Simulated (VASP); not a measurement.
# GaOs3Pt12 (P1) in VASP: a series of runs

Runs on GaOs3Pt12. Level: PBE. Tasks: single point.

Everything below comes from runs of VASP 6.6.1. Logs are shortened: lines on timing, memory, paths and dates and some standing lists are left out, and cuts for length are marked.

## Step 1: The cell of the first run

The typed cell holds 16 atoms: a = 7.537 Å, b = 5.741 Å, c = 5.727 Å, α = 89.86°, β = 90.00°, γ = 90.00°.

## Step 2: Single point, PBE

Input file INCAR:

```
SYSTEM = GaOs3Pt12
PREC = Accurate
ENCUT = 520
EDIFF = 1E-6
ISMEAR = 0
SIGMA = 0.1
LREAL = Auto
LASPH = .TRUE.
NELM = 60
ALGO = Fast
ISIF = 2
LWAVE = .FALSE.
LCHARG = .FALSE.
GGA = PE
ISYM = 0
NBANDS = 92
```

Input file KPOINTS:

```
Automatic mesh
0
Gamma
  2 2 2
  0.5 0.5 0.5
```

Input file POSCAR:

```
GaOs3Pt12
1.0
    7.5369104944      0.0000697846     -0.0000352292
    0.0000697846      5.7408229879      0.0069104761
   -0.0000352292      0.0069104761      5.7265366129
Ga Os Pt
1 3 12
Direct
    0.4986632514      0.5130559383      0.9901575878
    0.9987566615      0.0267984760      0.0309820229
    0.9987901476      0.4798263400      0.0060127292
    0.9987215353      0.0181814471      0.4703205266
    0.4987495105      0.9806622417      0.9919317956
    0.2647508399      0.2568646078      0.2392519350
    0.4987692178     -0.0022643296      0.5002274440
    0.7327349964      0.2569137254      0.2391791470
   -0.0012419976      0.4887317425      0.4856395070
    0.2400416828      0.7473740220      0.2446439548
    0.2367376307      0.2386871708      0.7510661208
    0.4987677293      0.5091490472      0.5310338986
    0.7574647982      0.7473861735      0.2446037196
    0.7607793476      0.2387332232      0.7510670114
    0.2190178111      0.7591652728      0.7534307604
    0.7785382617      0.7592372178      0.7533873820
```

Potentials or basis: VASP PAW PBE potentials, release 64 (Ga_d, Os, Pt).

On the command line:

```sh
> cat potpaw_PBE.64/Ga_d/POTCAR potpaw_PBE.64/Os/POTCAR potpaw_PBE.64/Pt/POTCAR > POTCAR
> mpirun -np 1 vasp_std > vasp.out
```

OUTCAR:

```text
SYSTEM = GaOs3Pt12
   PREC = Accurate
   ENCUT = 520
   EDIFF = 1E-6
   ISMEAR = 0
   LREAL = Auto
   LASPH = .TRUE.
   NELM = 60
   ISIF = 2
   GGA = PE
   ISYM = 0

 ion  position               nearest neighbor table
   1  0.499  0.513  0.990-  12 2.63   5 2.68   6 2.70   8 2.70  10 2.78  13 2.78  11 2.87  15 2.88
                            14 2.88  16 2.88   5 3.06  12 3.10
   2  0.999  0.027  0.031-   4 2.52   3 2.60   6 2.68   8 2.68  11 2.69  14 2.69  13 2.71  10 2.71
                            16 2.77  15 2.77   3 3.14   4 3.21
   3  0.999  0.480  0.006-   2 2.60  11 2.70  14 2.70  15 2.72  16 2.72   6 2.73   8 2.73  10 2.75
                            13 2.75   9 2.75   9 2.98   2 3.14
   4  0.999  0.018  0.470-   2 2.52   9 2.70  13 2.72  10 2.72  14 2.72  11 2.72  16 2.75  15 2.75
                             6 2.76   8 2.76   9 3.04   2 3.21
   5  0.499  0.981  0.992-   1 2.68   8 2.76   6 2.76  13 2.77  10 2.77  15 2.82   7 2.82  16 2.82
                            11 2.83  14 2.83   7 2.91   1 3.06
   6  0.265  0.257  0.239-   2 2.68   1 2.70   3 2.73   7 2.75   4 2.76   5 2.76   9 2.79  11 2.81
                            10 2.82  12 2.83  10 2.93  11 2.94
   7  0.499  0.998  0.500-   6 2.75   8 2.75  11 2.81  14 2.81  12 2.81   5 2.82  13 2.83  10 2.83
                            16 2.90  15 2.90   5 2.91  12 2.94
   8  0.733  0.257  0.239-   2 2.68   1 2.70   3 2.73   7 2.75   4 2.76   5 2.76   9 2.79  14 2.81
                            13 2.82  12 2.83  13 2.93  14 2.94
   9  0.999  0.489  0.486-   4 2.70  10 2.72  13 2.72  16 2.74  15 2.74   3 2.75  14 2.75  11 2.75
                             6 2.79   8 2.79   3 2.98   4 3.04
  10  0.240  0.747  0.245-   2 2.71   4 2.72   9 2.72   3 2.75   5 2.77   1 2.78  15 2.82   6 2.82
                             7 2.83  12 2.89  15 2.92   6 2.93
  11  0.237  0.239  0.751-   2 2.69   3 2.70   4 2.72   9 2.75  15 2.76   6 2.81   7 2.81  12 2.81
                             5 2.83   1 2.87   6 2.94  15 2.99
  12  0.499  0.509  0.531-   1 2.63  14 2.81  11 2.81   7 2.81   8 2.83   6 2.83  15 2.85  16 2.85
                            10 2.89  13 2.89   7 2.94   1 3.10
  13  0.757  0.747  0.245-   2 2.71   4 2.72   9 2.72   3 2.75   5 2.77   1 2.78  16 2.82   8 2.82
                             7 2.83  12 2.89  16 2.92   8 2.93
  14  0.761  0.239  0.751-   2 2.69   3 2.70   4 2.72   9 2.75  16 2.76   8 2.81   7 2.81  12 2.81
                             5 2.83   1 2.88   8 2.94  16 2.99
  15  0.219  0.759  0.753-   3 2.72   9 2.74   4 2.75  11 2.76   2 2.77   5 2.82  10 2.82  12 2.85
                             1 2.88   7 2.90  10 2.92  11 2.99  16 3.32
  16  0.779  0.759  0.753-   3 2.72   9 2.74   4 2.75  14 2.76   2 2.77   5 2.82  13 2.82  12 2.85
                             1 2.88   7 2.90  13 2.92  14 2.99  15 3.32

IMPORTANT INFORMATION: All symmetrisations will be switched off!
NOSYMM: (Re-)initialisation of all symmetry stuff for point group C_1.

----------------------------------------------------------------------------------------

                                     Primitive cell

  volume of cell :     247.7758

  direct lattice vectors                    reciprocal lattice vectors
     7.536910494  0.000069785 -0.000035229     0.132680360 -0.000001614  0.000000818
     0.000069785  5.740822988  0.006910476    -0.000001614  0.174191306 -0.000210205
    -0.000035229  0.006910476  5.726536613     0.000000818 -0.000210205  0.174625873

  length of vectors
     7.536910495  5.740827148  5.726540783     0.132680360  0.174191433  0.174625999

  position of ions in fractional coordinates (direct lattice)
     0.498663251  0.513055938  0.990157588
     0.998756662  0.026798476  0.030982023
     0.998790148  0.479826340  0.006012729
     0.998721535  0.018181447  0.470320527
     0.498749510  0.980662242  0.991931796
     0.264750840  0.256864608  0.239251935
[... 8 lines left out ...]
     0.219017811  0.759165273  0.753430760
     0.778538262  0.759237218  0.753387382

  ion indices of the primitive-cell ions
   primitive index   ion index
                 1           1
                 2           2
                 3           3
                 4           4
                 5           5
                 6           6
[... 8 lines left out ...]
                15          15
                16          16

----------------------------------------------------------------------------------------

 KPOINTS: Automatic mesh

Automatic generation of k-mesh.
 Grid dimensions read from file:
 generate k-points for:    2    2    2

 Generating k-lattice:

  Cartesian coordinates                     Fractional coordinates (reciprocal lattice)
     0.066340180 -0.000000807  0.000000409     0.500000000 -0.000000000  0.000000000
    -0.000000807  0.087095653 -0.000105102     0.000000000  0.500000000  0.000000000
     0.000000409 -0.000105102  0.087312936     0.000000000 -0.000000000  0.500000000

  Length of vectors
     0.066340180  0.087095716  0.087313000

  Shift w.r.t. Gamma in fractional coordinates (k-lattice)
     0.500000000  0.500000000  0.500000000

 Subroutine IBZKPT returns following result:
 ===========================================

 Found      4 irreducible k-points:

 Following reciprocal coordinates:
            Coordinates               Weight
  0.250000  0.250000  0.250000      2.000000
  0.250000 -0.250000 -0.250000      2.000000
  0.250000 -0.250000  0.250000      2.000000
  0.250000  0.250000 -0.250000      2.000000
   k-points           NKPTS =      4   k-points in BZ     NKDIM =      4   number of bands    NBANDS=     92
   number of dos      NEDOS =    301   number of ions     NIONS =     16
   total plane-waves  NPLWV = 129024
   dimension x,y,z NGX =    56 NGY =   48 NGZ =   48
   dimension x,y,z NGXF=   112 NGYF=   96 NGZF=   96
   ions per type =               1   3  12
   NGX,Y,Z   is equivalent  to a cutoff of  12.35, 13.90, 13.93 a.u.
   NGXF,Y,Z  is equivalent  to a cutoff of  24.70, 27.80, 27.87 a.u.
 SYSTEM =  GaOs3Pt12
   PREC   = accura    normal or accurate (medium, high low for compatibility)
   ISTART =      0    job   : 0-new  1-cont  2-samecut
   ICHARG =      2    charge: 1-file 2-atom 10-const
   ISPIN  =      1    spin polarized calculation?
   LNONCOLLINEAR =      F non collinear calculations
   LSORBIT =      F    spin-orbit coupling
   LASPH  =      T    aspherical Exc in radial PAW
   ENCUT  =  520.0 eV  38.22 Ry    6.18 a.u.  14.01 10.67 10.65*2*pi/ulx,y,z
   NELM   =     60;   NELMIN=  2; NELMDL= -5     # of ELM steps
   EDIFF  = 0.1E-05   stopping-criterion for ELM
   LREAL  =      T    real-space projection
   EDIFFG = 0.1E-04   stopping-criterion for IOM
   NSW    =      0    number of steps for IOM
   IBRION =     -1    ionic relax: 0-MD 1-quasi-New 2-CG
   NFREE  =      0    steps in history (QN), initial steepest desc. (CG)
   ISIF   =      2    stress and relaxation
   ISYM   =      0    0-nonsym 1-usesym 2-fastsym
   POTIM  = 0.5000    time-step for ionic-motion
   TEBEG  =    0.0;   TEEND  =   0.0 temperature during run
   PSTRESS=    0.0 pullay stress
   NELECT =     157.0000    total number of electrons
   NUPDOWN=      -1.0000    fix difference up-down
   EMIN   =  10.00;   EMAX   =-10.00  energy-range for DOS
   EFERMI =   0.00;   METHOD = LEGACY
   ISMEAR =     0;   SIGMA  =   0.10  broadening in eV -4-tet -1-fermi 0-gaus
   EFERMI_NEDOS =   21; number of points for ismear=-14 and -15
   IALGO  =     68    algorithm
   IMIX   =      4    mixing-type and parameters
     AMIX     =   0.40;   BMIX     =  1.00
     AMIX_MAG =   1.60;   BMIX_MAG =  1.00
  volume/ion in A,a.u.               =      15.49       104.50
  Fermi-wavevector in a.u.,A,eV,Ry     =   1.406118  2.657178 26.900998  1.977168
  Thomas-Fermi vector in A             =   2.528511
   LORBIT       =      0    0 simple, 1 ext, 2 COOP (PROOUT), +10 PAW based schemes
   GGA     = PE    functional components
   LHFCALC =     F    Hartree Fock is set to
   AEXX    =    0.0000 exact exchange contribution
   IVDW    =     0    specifies the selected vdW correction
   LEPSILON=     F    determine dielectric tensor
   LRPA    =     F    only Hartree local field effects (RPA)
 non-spin polarized calculation
 RMM-DIIS sequential band-by-band and
 Gauss-broadening in eV      SIGMA  =   0.10
  energy-cutoff  :      520.00
  volume of cell :      247.78
 maximum number of plane-waves:      6674
 NGX is ok and might be reduce to    56
   NGX = 29   NGY = 21   NGZ = 21

 number of electron     157.0000012 magnetization

 Free energy of the ion-electron system (eV)
  ---------------------------------------------------
  ext. energy  EPLUGINS =         0.00000000
  ---------------------------------------------------
  free energy    TOTEN  =      -109.53722569 eV

  energy without entropy =     -109.44328515  energy(sigma->0) =     -109.49025542

 E-fermi :  10.2169     XC(G=0): -13.2653

 val. band max:       10.0846828911   @ k =   0.2500   0.2500   0.2500
 cond. band min:      10.2346400683   @ k =   0.2500   0.2500  -0.2500
 fundamental gap:      0.1499571772
 Fermi energy:        10.2168614541

 k-point     1 :       0.2500    0.2500    0.2500
  band No.  band energies     occupation
      1      -4.8421      2.00000
      2      -4.8287      2.00000
      3      -4.8272      2.00000
      4      -4.8154      2.00000
      5      -4.8066      2.00000
      6       0.7310      2.00000
[... 82 lines left out ...]
     89      12.7125      0.00000
     90      12.7333      0.00000

 k-point     2 :       0.2500   -0.2500   -0.2500
  band No.  band energies     occupation
      1      -4.8421      2.00000
      2      -4.8287      2.00000
      3      -4.8272      2.00000
      4      -4.8154      2.00000
      5      -4.8066      2.00000
      6       0.7310      2.00000
[... 82 lines left out ...]
     89      12.7114      0.00000
     90      12.7403      0.00000

 k-point     3 :       0.2500   -0.2500    0.2500
  band No.  band energies     occupation
      1      -4.8421      2.00000
      2      -4.8287      2.00000
      3      -4.8272      2.00000
      4      -4.8155      2.00000
      5      -4.8066      2.00000
      6       0.7351      2.00000
[... 82 lines left out ...]
     89      12.6591      0.00000
     90      12.8114      0.00000

 k-point     4 :       0.2500    0.2500   -0.2500
  band No.  band energies     occupation
      1      -4.8421      2.00000
      2      -4.8287      2.00000
      3      -4.8272      2.00000
      4      -4.8155      2.00000
      5      -4.8066      2.00000
      6       0.7351      2.00000
[... 82 lines left out ...]
     89      12.6424      0.00000
     90      12.8113      0.00000
 [bands above 90 left out]

------------------------ aborting loop because EDIFF is reached ----------------------------------------

  FORCE on cell =-STRESS in cart. coord.  units (eV):
  Direction    XX          YY          ZZ          XY          YZ          ZX
  --------------------------------------------------------------------------------------
  -------------------------------------------------------------------------------------
  Total       -0.7513272     -0.4351288     -0.6766807      0.0018650     -0.0073333      0.0034042
  in kB       -4.8582601     -2.8136464     -4.3755780      0.0120598     -0.0474191      0.0220122
  external PRESSURE =      -4.0158282 kB  Pullay stress =       0.0000000 kB

 VOLUME and BASIS-vectors are now :
 -----------------------------------------------------------------------------
  energy-cutoff  :      520.00
  volume of cell :      247.78
      direct lattice vectors                 reciprocal lattice vectors
     7.536910494  0.000069785 -0.000035229     0.132680360 -0.000001614  0.000000818
     0.000069785  5.740822988  0.006910476    -0.000001614  0.174191306 -0.000210205
    -0.000035229  0.006910476  5.726536613     0.000000818 -0.000210205  0.174625873

 POSITION                                       TOTAL-FORCE (eV/Angst)
 -----------------------------------------------------------------------------------
      3.75838      2.95224      5.67370         0.003682     -0.001323      0.008229
      7.52754      0.15413      0.17757         0.001965      0.038065      0.005024
      7.52783      2.75471      0.03771        -0.004749     -0.007401      0.028524
      7.52726      0.10770      2.69340         0.001069     -0.000414     -0.014261
      3.75906      5.63670      5.68709         0.000779      0.015433      0.002052
      1.99541      1.47629      1.37185        -0.013258     -0.003466      0.010968
[... 8 lines left out ...]
      1.65074      4.36346      4.31979         0.028825      0.005542     -0.003016
      5.86780      4.36391      4.31952        -0.030656      0.001025     -0.000598
 -----------------------------------------------------------------------------------
    total drift:                               -0.008390     -0.019401      0.001528

  FREE ENERGIE OF THE ION-ELECTRON SYSTEM (eV)
  ---------------------------------------------------
  free  energy   TOTEN  =      -109.5372256913 eV

  energy  without entropy=     -109.4432851483  energy(sigma->0) =     -109.49025542
```

Run time: 7.3 min. Hardware: 1 thread of AMD EPYC 7R13 (Zen 3), shared host; peak memory 0.36 GiB.

Results:

- Free energy: -109.5372 eV
- Pressure: -0.4 GPa
- Largest force: 0.038 eV/Å

Forces on the atoms (eV/Å):
```
Ga   0.004 -0.001  0.008
Os   0.002  0.038  0.005
Os  -0.005 -0.007  0.029
Os   0.001  0.000 -0.014
Pt   0.001  0.015  0.002
Pt  -0.013 -0.003  0.011
Pt   0.002  0.004 -0.015
Pt   0.011 -0.005  0.011
Pt  -0.002 -0.004 -0.013
Pt   0.013 -0.008 -0.001
Pt   0.008 -0.013 -0.003
Pt   0.000 -0.002 -0.011
Pt  -0.013 -0.009 -0.002
Pt  -0.006 -0.011 -0.004
Pt   0.029  0.006 -0.003
Pt  -0.031  0.001 -0.001
```

Stress tensor (GPa, compression positive):
```
-0.49  0.00  0.00
 0.00 -0.28  0.00
 0.00  0.00 -0.44
```

Levels at points of the mesh, in eV from the Fermi level:
| k point | band 74 | band 75 | band 76 | band 77 | band 78 | band 79 | band 80 | band 81 | band 82 | band 83 |
| --- | --- | --- | --- | --- | --- | --- | --- | --- | --- | --- |
| (0.25, 0.25, 0.25) | -0.62 | -0.50 | -0.41 | -0.21 | -0.13 | 0.02 | 0.07 | 0.15 | 0.28 | 0.38 |

Caveat: the k points lie up to 0.55 Å⁻¹ apart; spin-orbit coupling is left out, which moves the levels of the heavy elements.

[end of part 1 of 2]
